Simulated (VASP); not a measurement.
# Os (P6_3/mmc) in VASP: a series of runs

Os is run at these levels: PBEsol; tasks: relaxation of shape and atoms at fixed volume.

Program: VASP 6.6.1. These are calculated values, not measurements. Logs are shortened: lines on timing, memory, paths and dates and some standing lists are left out, and cuts for length are marked.

## Step 1: The cell of the first run

The structure is hexagonal, space group P6_3/mmc (No. 194). The conventional cell has a = 2.640 Å, b = 2.640 Å, c = 4.188 Å, α = 90.00°, β = 90.00°, γ = 120.00°. Within 3.4 Å of Os (site symmetry -6m2) lie 12 Os at 2.59 to 2.64 Å.

## Step 2: Relaxation of shape and atoms at fixed volume, PBEsol (12.64 Å³/atom)

INCAR reads:

```
SYSTEM = Os
PREC = Accurate
ENCUT = 600
EDIFF = 1E-7
ISMEAR = 0
SIGMA = 0.1
LREAL = .False.
LASPH = .True.
NELM = 80
ALGO = Normal
ISIF = 4
LWAVE = .False.
LCHARG = .False.
GGA = PS
IBRION = 2
NSW = 50
EDIFFG = -0.01
```

KPOINTS reads:

```
regular mesh
0
Gamma
  18 18 10
  0 0 0
```

POSCAR reads:

```
Os
1.0
    2.6402638993      0.0000000000      0.0000000000
   -1.3201319496      2.2865356095      0.0000000000
    0.0000000000      0.0000000000      4.1878296709
Os
2
Direct
    0.3333333333      0.6666666667      0.2500000000
    0.6666666667      0.3333333333      0.7500000000
```

Potentials or basis: VASP PAW PBE potentials, release 64 (Os).

On the command line:

```
> cat potpaw_PBE.64/Os/POTCAR > POTCAR
> mpirun -np 1 vasp_std > vasp.out
```

OUTCAR:

```text
SYSTEM = Os
   PREC = Accurate
   ENCUT = 600
   EDIFF = 1E-7
   ISMEAR = 0
   LREAL = .False.
   LASPH = .True.
   NELM = 80
   ISIF = 4
   GGA = PS
   IBRION = 2
   NSW = 50
   EDIFFG = -0.01

 ion  position               nearest neighbor table
   1  0.333  0.667  0.250-   2 2.59   2 2.59   2 2.59   2 2.59   2 2.59   2 2.59
   2  0.667  0.333  0.750-   1 2.59   1 2.59   1 2.59   1 2.59   1 2.59   1 2.59

  LATTYP: Found a hexagonal cell.
 ALAT       =     2.6402638993
 C/A-ratio  =     1.5861405642

  Lattice vectors:

 A1 = (   2.6402638993,   0.0000000000,   0.0000000000)
 A2 = (  -1.3201319496,   2.2865356095,   0.0000000000)
 A3 = (   0.0000000000,   0.0000000000,   4.1878296709)

Analysis of symmetry for initial positions (statically):
=====================================================================
 Subroutine PRICEL returns:
 Original cell was already a primitive cell.

 Routine SETGRP: Setting up the symmetry group for a
 hexagonal supercell.

 Subroutine GETGRP returns: Found 24 space group operations
 (whereof 12 operations were pure point group operations)
 out of a pool of 24 trial point group operations.

The static configuration has the point symmetry D_3d.
 The point group associated with its full space group is D_6h.

Analysis of symmetry for dynamics (positions and initial velocities):
=====================================================================
 Subroutine PRICEL returns:
 Original cell was already a primitive cell.

 Routine SETGRP: Setting up the symmetry group for a
 hexagonal supercell.

 Subroutine GETGRP returns: Found 24 space group operations
 (whereof 12 operations were pure point group operations)
 out of a pool of 24 trial point group operations.

The dynamic configuration has the point symmetry D_3d.
 The point group associated with its full space group is D_6h.

 Subroutine INISYM returns: Found 24 space group operations
 (whereof 12 operations are pure point group operations),
 and found     1 'primitive' translations

----------------------------------------------------------------------------------------

                                     Primitive cell

  volume of cell :      25.2822

  direct lattice vectors                    reciprocal lattice vectors
     2.640263899  0.000000000  0.000000000     0.378750018  0.218671425  0.000000000
    -1.320131950  2.286535610  0.000000000     0.000000000  0.437342850  0.000000000
     0.000000000  0.000000000  4.187829671     0.000000000  0.000000000  0.238787171

  length of vectors
     2.640263899  2.640263899  4.187829671     0.437342850  0.437342850  0.238787171

  position of ions in fractional coordinates (direct lattice)
     0.333333333  0.666666667  0.250000000
     0.666666667  0.333333333  0.750000000

  ion indices of the primitive-cell ions
   primitive index   ion index
                 1           1
                 2           2

----------------------------------------------------------------------------------------

 KPOINTS: regular mesh

Automatic generation of k-mesh.
 Grid dimensions read from file:
 generate k-points for:   18   18   10

 Generating k-lattice:

  Cartesian coordinates                     Fractional coordinates (reciprocal lattice)
     0.021041668  0.012148412  0.000000000     0.055555556 -0.000000000  0.000000000
     0.000000000  0.024296825  0.000000000     0.000000000  0.055555556  0.000000000
     0.000000000  0.000000000  0.023878717     0.000000000  0.000000000  0.100000000

  Length of vectors
     0.024296825  0.024296825  0.023878717

  Shift w.r.t. Gamma in fractional coordinates (k-lattice)
     0.000000000  0.000000000  0.000000000

 Subroutine IBZKPT returns following result:
 ===========================================

 Found    222 irreducible k-points:

 Following reciprocal coordinates:
            Coordinates               Weight
  0.000000  0.000000  0.000000      1.000000
  0.055556  0.000000  0.000000      6.000000
  0.111111  0.000000  0.000000      6.000000
  0.166667 -0.000000  0.000000      6.000000
  0.222222  0.000000  0.000000      6.000000
  0.277778  0.000000  0.000000      6.000000
[... 16 lines left out ...]
  0.333333  0.111111  0.000000     12.000000
  0.388889  0.111111  0.000000     12.000000
 [... further k-points ...]
   k-points           NKPTS =    222   k-points in BZ     NKDIM =    222   number of bands    NBANDS=     12
   number of dos      NEDOS =    301   number of ions     NIONS =      2
   total plane-waves  NPLWV =  20736
   dimension x,y,z NGX =    24 NGY =   24 NGZ =   36
   dimension x,y,z NGXF=    48 NGYF=   48 NGZF=   72
   ions per type =               2
   NGX,Y,Z   is equivalent  to a cutoff of  15.11, 15.11, 14.29 a.u.
   NGXF,Y,Z  is equivalent  to a cutoff of  30.22, 30.22, 28.58 a.u.
 SYSTEM =  Os
   PREC   = accura    normal or accurate (medium, high low for compatibility)
   ISTART =      0    job   : 0-new  1-cont  2-samecut
   ICHARG =      2    charge: 1-file 2-atom 10-const
   ISPIN  =      1    spin polarized calculation?
   LNONCOLLINEAR =      F non collinear calculations
   LSORBIT =      F    spin-orbit coupling
   LASPH  =      T    aspherical Exc in radial PAW
   ENCUT  =  600.0 eV  44.10 Ry    6.64 a.u.   5.27  5.27  8.36*2*pi/ulx,y,z
   NELM   =     80;   NELMIN=  2; NELMDL= -5     # of ELM steps
   EDIFF  = 0.1E-06   stopping-criterion for ELM
   LREAL  =      F    real-space projection
   EDIFFG = -.1E-01   stopping-criterion for IOM
   NSW    =     50    number of steps for IOM
   IBRION =      2    ionic relax: 0-MD 1-quasi-New 2-CG
   NFREE  =      1    steps in history (QN), initial steepest desc. (CG)
   ISIF   =      4    stress and relaxation
   ISYM   =      2    0-nonsym 1-usesym 2-fastsym
   POTIM  = 0.5000    time-step for ionic-motion
   TEBEG  =    0.0;   TEEND  =   0.0 temperature during run
   PSTRESS=    0.0 pullay stress
   NELECT =      16.0000    total number of electrons
   NUPDOWN=      -1.0000    fix difference up-down
   EMIN   =  10.00;   EMAX   =-10.00  energy-range for DOS
   EFERMI =   0.00;   METHOD = LEGACY
   ISMEAR =     0;   SIGMA  =   0.10  broadening in eV -4-tet -1-fermi 0-gaus
   EFERMI_NEDOS =   21; number of points for ismear=-14 and -15
   IALGO  =     38    algorithm
   IMIX   =      4    mixing-type and parameters
     AMIX     =   0.40;   BMIX     =  1.00
     AMIX_MAG =   1.60;   BMIX_MAG =  1.00
  volume/ion in A,a.u.               =      12.64        85.31
  Fermi-wavevector in a.u.,A,eV,Ry     =   1.405541  2.656087 26.878912  1.975544
  Thomas-Fermi vector in A             =   2.527991
   LORBIT       =      0    0 simple, 1 ext, 2 COOP (PROOUT), +10 PAW based schemes
   GGA     = PS    functional components
   LHFCALC =     F    Hartree Fock is set to
   AEXX    =    0.0000 exact exchange contribution
   IVDW    =     0    specifies the selected vdW correction
   LEPSILON=     F    determine dielectric tensor
   LRPA    =     F    only Hartree local field effects (RPA)
 conjugate gradient relaxation of ions
 non-spin polarized calculation
 Gauss-broadening in eV      SIGMA  =   0.10
  energy-cutoff  :      600.00
  volume of cell :       25.28
 maximum number of plane-waves:       858
 NGX is ok and might be reduce to    24
   NGX = 11   NGY = 11   NGZ = 17

--------------------------------------- Ionic step        1  -------------------------------------------

 number of electron      16.0000001 magnetization

 Free energy of the ion-electron system (eV)
  ---------------------------------------------------
  ext. energy  EPLUGINS =         0.00000000
  ---------------------------------------------------
  free energy    TOTEN  =       -24.10041151 eV

  energy without entropy =      -24.09388729  energy(sigma->0) =      -24.09714940

------------------------ aborting loop because EDIFF is reached ----------------------------------------

  FORCE on cell =-STRESS in cart. coord.  units (eV):
  Direction    XX          YY          ZZ          XY          YZ          ZX
  --------------------------------------------------------------------------------------
  -------------------------------------------------------------------------------------
  Total        8.3769931      8.3769931      8.5419973      0.0000000     -0.0000000      0.0000000
  in kB      530.8654015    530.8654015    541.3220199      0.0000000     -0.0000000      0.0000000
  external PRESSURE =     534.3509409 kB  Pullay stress =       0.0000000 kB

 VOLUME and BASIS-vectors are now :
 -----------------------------------------------------------------------------
  energy-cutoff  :      600.00
  volume of cell :       25.28
      direct lattice vectors                 reciprocal lattice vectors
     2.640263899  0.000000000  0.000000000     0.378750018  0.218671425  0.000000000
    -1.320131950  2.286535610  0.000000000     0.000000000  0.437342850  0.000000000
     0.000000000  0.000000000  4.187829671     0.000000000  0.000000000  0.238787171
[... 37 lines left out ...]
 POSITION                                       TOTAL-FORCE (eV/Angst)
 -----------------------------------------------------------------------------------
     -0.00000      1.52234      1.04974        -0.000000     -0.000000      0.000000
      1.31838      0.76117      3.14921         0.000000      0.000000      0.000000
 -----------------------------------------------------------------------------------
    total drift:                               -0.000000      0.000000     -0.000000

  FREE ENERGIE OF THE ION-ELECTRON SYSTEM (eV)
  ---------------------------------------------------
  free  energy   TOTEN  =       -24.1001602661 eV

  energy  without entropy=      -24.0937952069  energy(sigma->0) =      -24.09697774

--------------------------------------- Ionic step        3  -------------------------------------------

 number of electron      16.0000001 magnetization

 Free energy of the ion-electron system (eV)
  ---------------------------------------------------
  ext. energy  EPLUGINS =         0.00000000
  ---------------------------------------------------
  free energy    TOTEN  =       -24.10048094 eV

  energy without entropy =      -24.09401019  energy(sigma->0) =      -24.09724556

 E-fermi :  10.9202     XC(G=0): -14.7372

 val. band max:       10.9172740184   @ k =   0.2222   0.0556   0.3000
 cond. band min:      10.9382403039   @ k =   0.3333   0.1667   0.3000
 fundamental gap:      0.0209662856
 Fermi energy:        10.9201675822

 k-point     1 :       0.0000    0.0000    0.0000
  band No.  band energies     occupation
      1      -1.0147      2.00000
      2       2.0649      2.00000
      3       7.3530      2.00000
      4       7.3530      2.00000
      5       7.5909      2.00000
      6       8.3369      2.00000
      7       8.3369      2.00000
      8       9.1716      2.00000
      9       9.1716      2.00000
     10      10.9094      1.12058
     11      12.8967      0.00000
     12      12.8967      0.00000

 k-point     2 :       0.0556    0.0000    0.0000
  band No.  band energies     occupation
      1      -0.8724      2.00000
      2       2.1936      2.00000
      3       7.0069      2.00000
      4       7.4814      2.00000
      5       7.8944      2.00000
      6       8.2446      2.00000
      7       8.4579      2.00000
      8       8.9860      2.00000
      9       9.0626      2.00000
     10      10.2490      2.00000
     11      12.9759      0.00000
     12      13.7656      0.00000
[... 316 lines left out ...]
 k-point    24 :       0.3889    0.1111    0.0000
  band No.  band energies     occupation
      1       3.0769      2.00000
      2       3.3996      2.00000
      3       3.5477      2.00000
      4       6.7526      2.00000
      5       7.0474      2.00000
      6       7.9041      2.00000
      7       8.6870      2.00000
      8      12.7955      0.00000
      9      13.3400      0.00000
     10      13.8684      0.00000
     11      15.5560      0.00000
     12      18.9004      0.00000

 [... further k-points ...]

------------------------ aborting loop because EDIFF is reached ----------------------------------------

  FORCE on cell =-STRESS in cart. coord.  units (eV):
  Direction    XX          YY          ZZ          XY          YZ          ZX
  --------------------------------------------------------------------------------------
  -------------------------------------------------------------------------------------
  Total        8.4269877      8.4269877      8.4278497      0.0000000     -0.0000000      0.0000000
  in kB      534.0336527    534.0336527    534.0882817      0.0000000     -0.0000000      0.0000000
  external PRESSURE =     534.0518624 kB  Pullay stress =       0.0000000 kB

 VOLUME and BASIS-vectors are now :
 -----------------------------------------------------------------------------
  energy-cutoff  :      600.00
  volume of cell :       25.28
      direct lattice vectors                 reciprocal lattice vectors
     2.639152126  0.000000000  0.000000000     0.378909571  0.218763543 -0.000000000
    -1.319576063  2.285572786 -0.000000000    -0.000000000  0.437527086  0.000000000
     0.000000000 -0.000000000  4.191358757    -0.000000000  0.000000000  0.238586114

 POSITION                                       TOTAL-FORCE (eV/Angst)
 -----------------------------------------------------------------------------------
     -0.00000      1.52372      1.04784        -0.000000      0.000000      0.000000
      1.31958      0.76186      3.14352         0.000000     -0.000000      0.000000
 -----------------------------------------------------------------------------------
    total drift:                               -0.000000      0.000000     -0.000000

  FREE ENERGIE OF THE ION-ELECTRON SYSTEM (eV)
  ---------------------------------------------------
  free  energy   TOTEN  =       -24.1004809359 eV

  energy  without entropy=      -24.0940101881  energy(sigma->0) =      -24.09724556

 reached required accuracy - stopping structural energy minimisation
```

Run time: 68 s. Hardware: 1 thread of Intel Xeon Platinum 8488C (Sapphire Rapids), shared host; peak memory 0.22 GiB.

What came out:

```yaml
Free_energy: -24.1005 eV
Energy_gained_by_relaxing: 0.0 meV/atom
Ionic_steps: 3
Pressure_after_relaxing: 53.4 GPa
Band_gap_on_the_k_mesh: zero (bands 8 and 9 overlap by 4.68 eV)
```

Final structure:
```yaml
crystal:
  lattice:
    - [2.63915, 0.00000, 0.00000]
    - [-1.31958, 2.28557, 0.00000]
    - [0.00000, 0.00000, 4.19136]
  atoms:
    - { symbol: Os, position: [0.33333, 0.66667, 0.25000] }
    - { symbol: Os, position: [0.66667, 0.33333, 0.75000] }
```

Caveat: the PAW data sets were made with another functional, which shifts forces and pressure a little; spin-orbit coupling is left out, which moves the levels of the heavy elements.

## Step 3: Relaxation of shape and atoms at fixed volume, PBEsol (15.28 Å³/atom)

This run uses another cell than the first one, of 15.28 Å³/atom.

INCAR reads:

```
ALGO = Normal
EDIFF = 1E-6
EDIFFG = -0.01
ENCUT = 600
GGA = PS
IBRION = 2
ISIF = 4
ISMEAR = 0
LASPH = T
LCHARG = F
LREAL = F
LWAVE = F
NELM = 100
NSW = 50
PREC = Accurate
SIGMA = 0.1
```

KPOINTS reads:

```
k-points
0
Gamma
  18 18 10
```

POSCAR reads:

```
Os
1.0
    2.8182948327      0.0000000000      0.0000000000
   -1.4091474163      2.4407149205      0.0000000000
    0.0000000000      0.0000000000      4.4428548903
Os
2
Direct
    0.3333333333      0.6666666667      0.2500000000
    0.6666666667      0.3333333333      0.7500000000
```

Potentials or basis: VASP PAW PBE potentials, release 64 (Os).

On the command line:

```
> cat potpaw_PBE.64/Os/POTCAR > POTCAR
> mpirun -np 1 vasp_std > vasp.out
```

OUTCAR:

```text
EDIFF = 1E-6
   EDIFFG = -0.01
   ENCUT = 600
   GGA = PS
   IBRION = 2
   ISIF = 4
   ISMEAR = 0
   LASPH = T
   LREAL = F
   NELM = 100
   NSW = 50
   PREC = Accurate

 ion  position               nearest neighbor table
   1  0.333  0.667  0.250-   2 2.75   2 2.75   2 2.75   2 2.75   2 2.75   2 2.75
   2  0.667  0.333  0.750-   1 2.75   1 2.75   1 2.75   1 2.75   1 2.75   1 2.75

  LATTYP: Found a hexagonal cell.
 ALAT       =     2.8182948327
 C/A-ratio  =     1.5764336785

  Lattice vectors:

 A1 = (   2.8182948327,   0.0000000000,   0.0000000000)
 A2 = (  -1.4091474163,   2.4407149205,   0.0000000000)
 A3 = (   0.0000000000,   0.0000000000,   4.4428548903)

Analysis of symmetry for initial positions (statically):
[... 271 lines left out ...]
      4       5.3247      2.00000
      5       5.5931      2.00000
      6       6.0648      2.00000
      7       6.0648      2.00000
      8       6.5924      2.00000
      9       6.5924      2.00000
     10       8.0843      0.31273
     11       9.4855      0.00000
     12       9.4855      0.00000
[... 331 lines left out ...]
 k-point    24 :       0.3889    0.1111    0.0000
  band No.  band energies     occupation
      1       1.8545      2.00000
      2       2.0299      2.00000
      3       2.3940      2.00000
      4       4.7788      2.00000
      5       4.8063      2.00000
      6       5.6883      2.00000
      7       6.3220      2.00000
      8       9.3813      0.00000
      9       9.7319      0.00000
     10      10.1945      0.00000
     11      11.3830      0.00000
     12      14.1287      0.00000

 [... further k-points ...]

------------------------ aborting loop because EDIFF is reached ----------------------------------------

  FORCE on cell =-STRESS in cart. coord.  units (eV):
  Direction    XX          YY          ZZ          XY          YZ          ZX
  --------------------------------------------------------------------------------------
  -------------------------------------------------------------------------------------
  Total       -6.2720032     -6.2720032     -6.2698746     -0.0000000      0.0000000      0.0000000
  in kB     -328.8147130   -328.8147130   -328.7031233     -0.0000000      0.0000000      0.0000000
  external PRESSURE =    -328.7775164 kB  Pullay stress =       0.0000000 kB
[... 17 lines left out ...]
  FREE ENERGIE OF THE ION-ELECTRON SYSTEM (eV)
  ---------------------------------------------------
  free  energy   TOTEN  =       -24.1784803433 eV

  energy  without entropy=      -24.1698655695  energy(sigma->0) =      -24.17417296

 reached required accuracy - stopping structural energy minimisation
```

CONTCAR:

```text
Os
   1.00000000000000
     2.8207216832428368   -0.0000000000046637   -0.0000000000000000
    -1.4103608415754145    2.4428166347192164    0.0000000000000000
     0.0000000000000000    0.0000000000000000    4.4352132242935109
  Os
     2
Direct
     0.3333333332999970    0.6666666667000030    0.2500000000000000
     0.6666666667000030    0.3333333332999970    0.7500000000000000

  0.00000000E+00  0.00000000E+00  0.00000000E+00
  0.00000000E+00  0.00000000E+00  0.00000000E+00
```

Run time: 2.2 min. Hardware: 1 thread of AMD EPYC 7R43 (Zen 3), shared host; peak memory 0.2 GiB.

Results:

```yaml
Free_energy: -24.1785 eV
Energy_gained_by_relaxing: 0.1 meV/atom
Ionic_steps: 3
Pressure_after_relaxing: -32.9 GPa
Band_gap_on_the_k_mesh: zero (bands 8 and 9 overlap by 3.41 eV)
```

The path:
| step | energy change (eV) | largest force (eV/Å) | pressure (GPa) | volume (Å³) |
| --- | --- | --- | --- | --- |
| 1 | 0.0000 | 0.0000 | -32.92 | 30.56 |
| 2 | 0.0000 | 0.0000 | -32.84 | 30.56 |
| 3 | -0.0002 | 0.0000 | -32.88 | 30.56 |

Final structure:
```xyz
2
Lattice="2.8207 0.0000 0.0000 -1.4104 2.4428 0.0000 0.0000 0.0000 4.4352" Properties=species:S:1:pos:R:3 pbc="T T T"
Os    0.0000    1.6285    1.1088
Os    1.4104    0.8143    3.3264
```

Levels at points of the mesh, in eV from the Fermi level:
```tsv
k point	band 5	band 6	band 7	band 8	band 9	band 10	band 11	band 12
(0.00, 0.00, 0.00)	-2.42	-1.95	-1.95	-1.42	-1.42	0.07	1.47	1.47
(0.50, 0.00, 0.00)	-2.71	-2.27	-1.66	1.71	2.20	2.36	3.84	5.03
(0.00, 0.00, 0.50)	-2.88	-2.88	-2.88	-2.88	0.76	0.76	0.76	0.76
(0.50, 0.00, 0.50)	-1.08	-1.08	-0.16	-0.16	2.01	2.01	2.92	2.92
```

Caveat: the PAW data sets were made with another functional, which shifts forces and pressure a little; spin-orbit coupling is left out, which moves the levels of the heavy elements.
